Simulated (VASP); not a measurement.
# WS2 (P6_3/mmc) in VASP: notebook

WS2 is run at these levels: PBE+D3(BJ); tasks: single point.

All numbers are computed with VASP 6.6.1; they aren't measurements. Logs are shortened: lines on timing, memory, paths and dates and some standing lists are left out, and cuts for length are marked.

## (1) The cell of the first run

Symmetry: P6_3/mmc, No. 194, hexagonal system. The conventional cell has a = 3.186 Å, b = 3.186 Å, c = 12.101 Å, α = 90.00°, β = 90.00°, γ = 120.00°. W (site symmetry -6m2) has 6 S at 2.41 Å and 6 W at 3.19 Å within 3.2 Å. S (site symmetry 3m) has 3 W at 2.41 Å and 7 S at 3.13 to 3.19 Å within 3.2 Å.

## (2) Single point, PBE+D3(BJ) (biaxial strain in the a-b plane: +1.0 %, then relaxed in part)

Input file INCAR:

```
SYSTEM = WS2
PREC = Accurate ; ENCUT = 520
EDIFF = 1E-6 ; ISMEAR = 0
SIGMA = 0.02 ; LREAL = .FALSE.
LASPH = .TRUE. ; NELM = 60
ALGO = Normal ; ISIF = 2
LWAVE = .FALSE. ; LCHARG = .FALSE.
GGA = PE ; IVDW = 12
NBANDS = 35
```

Input file KPOINTS:

```
regular mesh
0
G
  12 12 4
  0 0 0
```

Input file POSCAR:

```
WS2
1.0
    3.1856920691      0.0000000000      0.0000000000
   -1.5928460345      2.7588902605      0.0000000000
    0.0000000000      0.0000000000     12.1011116446
W S
2 4
Direct
    0.3333333333      0.6666666667      0.7500000284
    0.6666666667      0.3333333333      0.2499999716
    0.3333333333      0.6666666667      0.1207989592
    0.6666666667      0.3333333333      0.6207988881
    0.3333333333      0.6666666667      0.3792011119
    0.6666666667      0.3333333333      0.8792010408
```

Potentials or basis: VASP PAW PBE potentials, release 64 (W_sv, S).

Command:

```console
$ cat potpaw_PBE.64/W_sv/POTCAR potpaw_PBE.64/S/POTCAR > POTCAR
$ mpirun -np 1 vasp_std > vasp.out
```

OUTCAR:

```text
SYSTEM = WS2
   PREC = Accurate
   ENCUT = 520
   EDIFF = 1E-6
   ISMEAR = 0
   LREAL = .FALSE.
   LASPH = .TRUE.
   NELM = 60
   ISIF = 2
   GGA = PE
   IVDW = 12
 IVDW          = 12

 ion  position               nearest neighbor table
   1  0.333  0.667  0.750-   6 2.41   6 2.41   6 2.41   4 2.41   4 2.41   4 2.41
   2  0.667  0.333  0.250-   3 2.41   3 2.41   3 2.41   5 2.41   5 2.41   5 2.41
   3  0.333  0.667  0.121-   2 2.41   2 2.41   2 2.41
   4  0.667  0.333  0.621-   1 2.41   1 2.41   1 2.41
   5  0.333  0.667  0.379-   2 2.41   2 2.41   2 2.41
   6  0.667  0.333  0.879-   1 2.41   1 2.41   1 2.41

  LATTYP: Found a hexagonal cell.
 ALAT       =     3.1856920691
 C/A-ratio  =     3.7985817154

  Lattice vectors:

 A1 = (   3.1856920691,   0.0000000000,   0.0000000000)
 A2 = (  -1.5928460345,   2.7588902605,   0.0000000000)
 A3 = (   0.0000000000,   0.0000000000,  12.1011116446)

Analysis of symmetry for initial positions (statically):
=====================================================================
 Subroutine PRICEL returns:
 Original cell was already a primitive cell.

 Routine SETGRP: Setting up the symmetry group for a
 hexagonal supercell.

 Subroutine GETGRP returns: Found 24 space group operations
 (whereof 12 operations were pure point group operations)
 out of a pool of 24 trial point group operations.

The static configuration has the point symmetry D_3d.
 The point group associated with its full space group is D_6h.

Analysis of symmetry for dynamics (positions and initial velocities):
=====================================================================
 Subroutine PRICEL returns:
 Original cell was already a primitive cell.

 Routine SETGRP: Setting up the symmetry group for a
 hexagonal supercell.

 Subroutine GETGRP returns: Found 24 space group operations
 (whereof 12 operations were pure point group operations)
 out of a pool of 24 trial point group operations.

The dynamic configuration has the point symmetry D_3d.
 The point group associated with its full space group is D_6h.

 Subroutine INISYM returns: Found 24 space group operations
 (whereof 12 operations are pure point group operations),
 and found     1 'primitive' translations

----------------------------------------------------------------------------------------

                                     Primitive cell

  volume of cell :     106.3564

  direct lattice vectors                    reciprocal lattice vectors
     3.185692069  0.000000000  0.000000000     0.313903534  0.181232290  0.000000000
    -1.592846034  2.758890260  0.000000000     0.000000000  0.362464580  0.000000000
     0.000000000  0.000000000 12.101111645     0.000000000  0.000000000  0.082637036

  length of vectors
     3.185692069  3.185692069 12.101111645     0.362464580  0.362464580  0.082637036

  position of ions in fractional coordinates (direct lattice)
     0.333333333  0.666666667  0.750000028
     0.666666667  0.333333333  0.249999972
     0.333333333  0.666666667  0.120798959
     0.666666667  0.333333333  0.620798888
     0.333333333  0.666666667  0.379201112
     0.666666667  0.333333333  0.879201041

  ion indices of the primitive-cell ions
   primitive index   ion index
                 1           1
                 2           2
                 3           3
                 4           4
                 5           5
                 6           6

----------------------------------------------------------------------------------------

 KPOINTS: regular mesh

Automatic generation of k-mesh.
 Grid dimensions read from file:
 generate k-points for:   12   12    4

 Generating k-lattice:

  Cartesian coordinates                     Fractional coordinates (reciprocal lattice)
     0.026158628  0.015102691  0.000000000     0.083333333  0.000000000  0.000000000
     0.000000000  0.030205382  0.000000000     0.000000000  0.083333333  0.000000000
     0.000000000  0.000000000  0.020659259     0.000000000  0.000000000  0.250000000

  Length of vectors
     0.030205382  0.030205382  0.020659259

  Shift w.r.t. Gamma in fractional coordinates (k-lattice)
     0.000000000  0.000000000  0.000000000

 Subroutine IBZKPT returns following result:
 ===========================================

 Found     57 irreducible k-points:

 Following reciprocal coordinates:
            Coordinates               Weight
  0.000000  0.000000  0.000000      1.000000
  0.083333 -0.000000  0.000000      6.000000
  0.166667 -0.000000  0.000000      6.000000
  0.250000  0.000000  0.000000      6.000000
  0.333333  0.000000  0.000000      6.000000
  0.416667  0.000000  0.000000      6.000000
[... 16 lines left out ...]
  0.250000  0.000000  0.250000     12.000000
  0.333333  0.000000  0.250000     12.000000
 [... further k-points ...]
   k-points           NKPTS =     57   k-points in BZ     NKDIM =     57   number of bands    NBANDS=     35
   number of dos      NEDOS =    301   number of ions     NIONS =      6
   total plane-waves  NPLWV =  51840
   dimension x,y,z NGX =    24 NGY =   24 NGZ =   90
   dimension x,y,z NGXF=    48 NGYF=   48 NGZF=  180
   ions per type =               2   4
   NGX,Y,Z   is equivalent  to a cutoff of  12.52, 12.52, 12.36 a.u.
   NGXF,Y,Z  is equivalent  to a cutoff of  25.05, 25.05, 24.73 a.u.
 SYSTEM =  WS2
   PREC   = accura    normal or accurate (medium, high low for compatibility)
   ISTART =      0    job   : 0-new  1-cont  2-samecut
   ICHARG =      2    charge: 1-file 2-atom 10-const
   ISPIN  =      1    spin polarized calculation?
   LNONCOLLINEAR =      F non collinear calculations
   LSORBIT =      F    spin-orbit coupling
   LASPH  =      T    aspherical Exc in radial PAW
   ENCUT  =  520.0 eV  38.22 Ry    6.18 a.u.   5.92  5.92 22.50*2*pi/ulx,y,z
   NELM   =     60;   NELMIN=  2; NELMDL= -5     # of ELM steps
   EDIFF  = 0.1E-05   stopping-criterion for ELM
   LREAL  =      F    real-space projection
   EDIFFG = 0.1E-04   stopping-criterion for IOM
   NSW    =      0    number of steps for IOM
   IBRION =     -1    ionic relax: 0-MD 1-quasi-New 2-CG
   NFREE  =      0    steps in history (QN), initial steepest desc. (CG)
   ISIF   =      2    stress and relaxation
   ISYM   =      2    0-nonsym 1-usesym 2-fastsym
   POTIM  = 0.5000    time-step for ionic-motion
   TEBEG  =    0.0;   TEEND  =   0.0 temperature during run
   PSTRESS=    0.0 pullay stress
   NELECT =      52.0000    total number of electrons
   NUPDOWN=      -1.0000    fix difference up-down
   EMIN   =  10.00;   EMAX   =-10.00  energy-range for DOS
   EFERMI =   0.00;   METHOD = LEGACY
   ISMEAR =     0;   SIGMA  =   0.02  broadening in eV -4-tet -1-fermi 0-gaus
   EFERMI_NEDOS =   21; number of points for ismear=-14 and -15
   IALGO  =     38    algorithm
   IMIX   =      4    mixing-type and parameters
     AMIX     =   0.40;   BMIX     =  1.00
     AMIX_MAG =   1.60;   BMIX_MAG =  1.00
  volume/ion in A,a.u.               =      17.73       119.62
  Fermi-wavevector in a.u.,A,eV,Ry     =   1.289698  2.437176 22.630865  1.663322
  Thomas-Fermi vector in A             =   2.421575
   LORBIT       =      0    0 simple, 1 ext, 2 COOP (PROOUT), +10 PAW based schemes
   GGA     = PE    functional components
   LHFCALC =     F    Hartree Fock is set to
   AEXX    =    0.0000 exact exchange contribution
   IVDW    =    12    specifies the selected vdW correction
   LEPSILON=     F    determine dielectric tensor
   LRPA    =     F    only Hartree local field effects (RPA)
 non-spin polarized calculation
 Gauss-broadening in eV      SIGMA  =   0.02
  energy-cutoff  :      520.00
  volume of cell :      106.36
 maximum number of plane-waves:      2892
 NGX is ok and might be reduce to    24
   NGX = 11   NGY = 11   NGZ = 45

 number of electron      52.0000001 magnetization

 Free energy of the ion-electron system (eV)
  ---------------------------------------------------
  ext. energy  EPLUGINS =         0.00000000
  ---------------------------------------------------
  free energy    TOTEN  =       -47.21481749 eV

  energy without entropy =      -47.21481749  energy(sigma->0) =      -47.21481749

 E-fermi :   7.6840     XC(G=0): -10.9892

 val. band max:        7.6020466075   @ k =   0.0000   0.0000   0.0000
 cond. band min:       8.4962098150   @ k =   0.1667   0.1667   0.0000
 fundamental gap:      0.8941632074
 Fermi energy:         7.6840280712

 k-point     1 :       0.0000    0.0000    0.0000
  band No.  band energies     occupation
      1     -67.1587      2.00000
      2     -67.1587      2.00000
      3     -31.3922      2.00000
      4     -31.3922      2.00000
      5     -31.2496      2.00000
      6     -31.2496      2.00000
[... 27 lines left out ...]
     34      10.0014      0.00000
     35      12.1050      0.00000

 k-point     2 :       0.0833   -0.0000    0.0000
  band No.  band energies     occupation
      1     -67.1576      2.00000
      2     -67.1575      2.00000
      3     -31.3882      2.00000
      4     -31.3881      2.00000
      5     -31.2721      2.00000
      6     -31.2721      2.00000
[... 27 lines left out ...]
     34       9.9644      0.00000
     35      12.6374      0.00000

 k-point     3 :       0.1667   -0.0000    0.0000
  band No.  band energies     occupation
      1     -67.1545      2.00000
      2     -67.1545      2.00000
      3     -31.3771      2.00000
      4     -31.3771      2.00000
      5     -31.3333      2.00000
      6     -31.3333      2.00000
[... 27 lines left out ...]
     34      10.5030      0.00000
     35      13.7365      0.00000
[... 723 lines left out ...]
 k-point    23 :       0.2500    0.0000    0.2500
  band No.  band energies     occupation
      1     -67.1504      2.00000
      2     -67.1504      2.00000
      3     -31.4159      2.00000
      4     -31.4159      2.00000
      5     -31.3619      2.00000
      6     -31.3619      2.00000
[... 27 lines left out ...]
     34      11.0449      0.00000
     35      14.1728      0.00000

 k-point    24 :       0.3333    0.0000    0.2500
  band No.  band energies     occupation
      1     -67.1463      2.00000
      2     -67.1463      2.00000
      3     -31.4972      2.00000
      4     -31.4972      2.00000
      5     -31.3467      2.00000
      6     -31.3467      2.00000
[... 27 lines left out ...]
     34      11.4643      0.00000
     35      13.2134      0.00000

 [... further k-points ...]

------------------------ aborting loop because EDIFF is reached ----------------------------------------

 Edisp (eV)   -2.56606

 E8    (eV) :    -1.0783

  FORCE on cell =-STRESS in cart. coord.  units (eV):
  Direction    XX          YY          ZZ          XY          YZ          ZX
  --------------------------------------------------------------------------------------
  -------------------------------------------------------------------------------------
  Total      -1.96123    -1.96123    -0.01437    -0.00000     0.00000     0.00000
  in kB     -29.54441   -29.54441    -0.21643    -0.00000     0.00000     0.00000
  external pressure =      -19.77 kB  Pullay stress =        0.00 kB

 VOLUME and BASIS-vectors are now :
 -----------------------------------------------------------------------------
  energy-cutoff  :      520.00
  volume of cell :      106.36
      direct lattice vectors                 reciprocal lattice vectors
     3.185692069  0.000000000  0.000000000     0.313903534  0.181232290  0.000000000
    -1.592846034  2.758890260  0.000000000     0.000000000  0.362464580  0.000000000
     0.000000000  0.000000000 12.101111645     0.000000000  0.000000000  0.082637036

 POSITION                                       TOTAL-FORCE (eV/Angst)
 -----------------------------------------------------------------------------------
     -0.00000      1.83926      9.07583         0.000000      0.000000     -0.000000
      1.59285      0.91963      3.02528        -0.000000     -0.000000     -0.000000
     -0.00000      1.83926      1.46180        -0.000000     -0.000000     -0.002393
      1.59285      0.91963      7.51236        -0.000000      0.000000     -0.002393
     -0.00000      1.83926      4.58875        -0.000000     -0.000000      0.002393
      1.59285      0.91963     10.63931        -0.000000      0.000000      0.002393
 -----------------------------------------------------------------------------------
    total drift:                               -0.000361      0.000209     -0.000525

  FREE ENERGIE OF THE ION-ELECTRON SYSTEM (eV)
  ---------------------------------------------------
  free  energy   TOTEN  =       -49.7808813684 eV

  energy  without entropy=      -49.7808813684  energy(sigma->0) =      -49.78088137
```

It took 3.2 min on 1 thread of Intel Xeon Platinum 8488C (Sapphire Rapids), shared host; peak memory 0.33 GiB.

What came out:

| Item | Value |
| --- | --- |
| Free energy | -49.7809 eV |
| Pressure | -2.0 GPa |
| Band gap on the k mesh | 0.89 eV, indirect (least direct gap 1.70 eV) |
| Dispersion energy per atom | -0.428 eV |

Forces in eV/Å, atoms in the order of the input:
```
W    0.000  0.000  0.000
W    0.000  0.000  0.000
S    0.000  0.000 -0.002
S    0.000  0.000 -0.002
S    0.000  0.000  0.002
S    0.000  0.000  0.002
```

Stress tensor (GPa, compression positive):
```
-2.95  0.00  0.00
 0.00 -2.95  0.00
 0.00  0.00 -0.02
```

Levels at points of the mesh, in eV from the valence-band top:
| k point | band 24 | band 25 | band 26 | band 27 | band 28 | band 29 |
| --- | --- | --- | --- | --- | --- | --- |
| (0.00, 0.00, 0.00) | -1.39 | -1.20 | 0.00 | 2.11 | 2.11 | 2.12 |
| (0.50, 0.00, 0.00) | -1.94 | -1.83 | -1.58 | 2.07 | 2.12 | 2.41 |
| (0.00, 0.00, 0.50) | -2.40 | -0.28 | -0.28 | 2.10 | 2.10 | 2.10 |
| (0.50, 0.00, 0.50) | -2.06 | -1.68 | -1.68 | 2.09 | 2.09 | 2.57 |

Caveat: the cell differs from its parent crystal (biaxial strain in the a-b plane: +1.0 %, then relaxed in part); spin-orbit coupling is left out, which moves the levels of the heavy elements. A k mesh can miss the band edges.

## (3) Single point, PBE+D3(BJ)

Input file INCAR:

```
PREC     = Accurate       # precision mode
ENCUT    = 520            # plane-wave cutoff, eV
EDIFF    = 1E-7           # SCF threshold, eV
ISMEAR   = 0              # smearing method
SIGMA    = 0.02           # smearing width, eV
LREAL    = F              # projectors in reciprocal space
LASPH    = T              # aspherical terms in the spheres
NELM     = 100            # most SCF steps
ALGO     = Normal         # electronic algorithm
ISIF     = 2              # what is computed and relaxed
LWAVE    = F              # write WAVECAR
LCHARG   = F              # write CHGCAR
GGA      = PE             # functional
IVDW     = 12             # dispersion correction
NBANDS   = 35             # bands
```

Input file KPOINTS:

```
Automatic mesh
0
Gamma
  12 12 4
```

POSCAR is that of step 2.

Potentials or basis: VASP PAW PBE potentials, release 64 (W_sv, S).

Command:

```console
$ cat potpaw_PBE.64/W_sv/POTCAR potpaw_PBE.64/S/POTCAR > POTCAR
$ mpirun -np 1 vasp_std > vasp.out
```

OUTCAR:

```text
PREC = Accurate
   ENCUT = 520
   EDIFF = 1E-7
   ISMEAR = 0
   LREAL = F
   LASPH = T
   NELM = 100
   ISIF = 2
   GGA = PE
   IVDW = 12
 IVDW          = 12

 ion  position               nearest neighbor table
   1  0.333  0.667  0.750-   6 2.41   6 2.41   6 2.41   4 2.41   4 2.41   4 2.41
   2  0.667  0.333  0.250-   3 2.41   3 2.41   3 2.41   5 2.41   5 2.41   5 2.41
   3  0.333  0.667  0.121-   2 2.41   2 2.41   2 2.41
   4  0.667  0.333  0.621-   1 2.41   1 2.41   1 2.41
   5  0.333  0.667  0.379-   2 2.41   2 2.41   2 2.41
   6  0.667  0.333  0.879-   1 2.41   1 2.41   1 2.41

  LATTYP: Found a hexagonal cell.
 ALAT       =     3.1856920691
 C/A-ratio  =     3.7985817154

  Lattice vectors:

 A1 = (   3.1856920691,   0.0000000000,   0.0000000000)
 A2 = (  -1.5928460345,   2.7588902605,   0.0000000000)
 A3 = (   0.0000000000,   0.0000000000,  12.1011116446)

Analysis of symmetry for initial positions (statically):
=====================================================================
 Subroutine PRICEL returns:
 Original cell was already a primitive cell.

 Routine SETGRP: Setting up the symmetry group for a
 hexagonal supercell.

 Subroutine GETGRP returns: Found 24 space group operations
[... 182 lines left out ...]

 k-point     1 :       0.0000    0.0000    0.0000
  band No.  band energies     occupation
      1     -67.1586      2.00000
      2     -67.1586      2.00000
      3     -31.3922      2.00000
      4     -31.3921      2.00000
      5     -31.2496      2.00000
      6     -31.2496      2.00000
[... 901 lines left out ...]
     34      11.4644      0.00000
     35      13.2134      0.00000

 [... further k-points ...]

------------------------ aborting loop because EDIFF is reached ----------------------------------------

 Edisp (eV)   -2.56606

 E8    (eV) :    -1.0783

  FORCE on cell =-STRESS in cart. coord.  units (eV):
  Direction    XX          YY          ZZ          XY          YZ          ZX
  --------------------------------------------------------------------------------------
  -------------------------------------------------------------------------------------
  Total      -1.96363    -1.96363    -0.02275    -0.00000    -0.00000     0.00000
  in kB     -29.58056   -29.58056    -0.34272    -0.00000    -0.00000     0.00000
  external pressure =      -19.83 kB  Pullay stress =        0.00 kB

 VOLUME and BASIS-vectors are now :
 -----------------------------------------------------------------------------
  energy-cutoff  :      520.00
  volume of cell :      106.36
      direct lattice vectors                 reciprocal lattice vectors
     3.185692069  0.000000000  0.000000000     0.313903534  0.181232290  0.000000000
    -1.592846034  2.758890260  0.000000000     0.000000000  0.362464580  0.000000000
     0.000000000  0.000000000 12.101111645     0.000000000  0.000000000  0.082637036

 POSITION                                       TOTAL-FORCE (eV/Angst)
 -----------------------------------------------------------------------------------
     -0.00000      1.83926      9.07583        -0.000000     -0.000000     -0.000000
      1.59285      0.91963      3.02528         0.000000     -0.000000      0.000000
     -0.00000      1.83926      1.46180        -0.000000      0.000000     -0.002659
      1.59285      0.91963      7.51236        -0.000000     -0.000000     -0.002659
     -0.00000      1.83926      4.58875         0.000000      0.000000      0.002659
      1.59285      0.91963     10.63931         0.000000     -0.000000      0.002659
 -----------------------------------------------------------------------------------
    total drift:                               -0.000361      0.000209     -0.000526

  FREE ENERGIE OF THE ION-ELECTRON SYSTEM (eV)
  ---------------------------------------------------
  free  energy   TOTEN  =       -49.7808815540 eV

  energy  without entropy=      -49.7808815540  energy(sigma->0) =      -49.78088155
```

It took 4.3 min on 1 thread of Intel Xeon Platinum 8488C (Sapphire Rapids), shared host; peak memory 0.33 GiB.

Results:

```yaml
Free_energy: -49.7809 eV
Pressure: -2.0 GPa
Band_gap_on_the_k_mesh: 0.89 eV, indirect (least direct gap 1.70 eV)
Dispersion_energy_per_atom: -0.428 eV
```

Forces on the atoms (eV/Å):
```
W    0.000  0.000  0.000
W    0.000  0.000  0.000
S    0.000  0.000 -0.003
S    0.000  0.000 -0.003
S    0.000  0.000  0.003
S    0.000  0.000  0.003
```

Stress tensor (GPa, compression positive):
```
-2.96  0.00  0.00
 0.00 -2.96  0.00
 0.00  0.00 -0.03
```

Caveat: spin-orbit coupling is left out, which moves the levels of the heavy elements. PBE gaps usually lie below the measured ones, often by a third to a half.

[end of part 1 of 2]
